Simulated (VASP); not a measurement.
Here is a VASP 6.6.1 calculation.

POSCAR

```
PtSe2
1.0
    3.5965019770      0.0000000000      0.0000000000
   -1.7982509885      3.1146620768      0.0000000000
    0.0000000000      0.0000000000     11.2548349238
Pt Se
2 4
Direct
    0.3333333333      0.6666666667      0.2500000000
    0.6666666667      0.3333333333      0.7500000000
    0.6666666667      0.3333333333      0.3819417251
    0.6666666667      0.3333333333      0.1180582749
    0.3333333333      0.6666666667      0.8819417251
    0.3333333333      0.6666666667      0.6180582749
```

INCAR.step1

```
SYSTEM = PtSe2
PREC = Accurate
ENCUT = 520
ISMEAR = -1
SIGMA = 0.02
LREAL = .FALSE.
LASPH = .TRUE.
NELM = 80
NBANDS = 31
GGA = PE
ALGO = Normal
EDIFF = 1E-4
LWAVE = .TRUE.
LCHARG = .FALSE.
```

The input INCAR.step2:

```
SYSTEM = PtSe2
PREC = Accurate
ENCUT = 520
EDIFF = 1E-6
ISMEAR = -1
SIGMA = 0.02
LREAL = .FALSE.
LASPH = .TRUE.
NELM = 80
ALGO = Normal
ISIF = 2
LWAVE = .FALSE.
LCHARG = .FALSE.
METAGGA = R2SCAN
LMIXTAU = .TRUE.
NBANDS = 31
ISTART = 1
```

KPOINTS

```
Automatic mesh
0
G
  12 12 2
  0 0 0
```

Potentials or basis: VASP PAW PBE potentials, release 64 (Pt, Se).

Run with:

```bash
$ cat potpaw_PBE.64/Pt/POTCAR potpaw_PBE.64/Se/POTCAR > POTCAR
$ cp INCAR.step1 INCAR
$ mpirun -np 1 vasp_std > vasp.out
$ cp INCAR.step2 INCAR
$ mpirun -np 1 vasp_std > vasp.out
```

Problem. Estimate the largest force.

Solution. 0.020 eV/Å.

Problem. Predict the band gap on the k mesh.

Solution. Zero (bands 22 and 23 overlap by 0.84 eV).

Forces on the atoms (eV/Å):
```
Pt   0.000  0.000  0.000
Pt   0.000  0.000  0.000
Se   0.000  0.000 -0.020
Se   0.000  0.000  0.020
Se   0.000  0.000 -0.020
Se   0.000  0.000  0.020
```

Caveat: the PAW data sets were made with another functional, which shifts forces and pressure a little; spin-orbit coupling is left out, which moves the levels of the heavy elements.
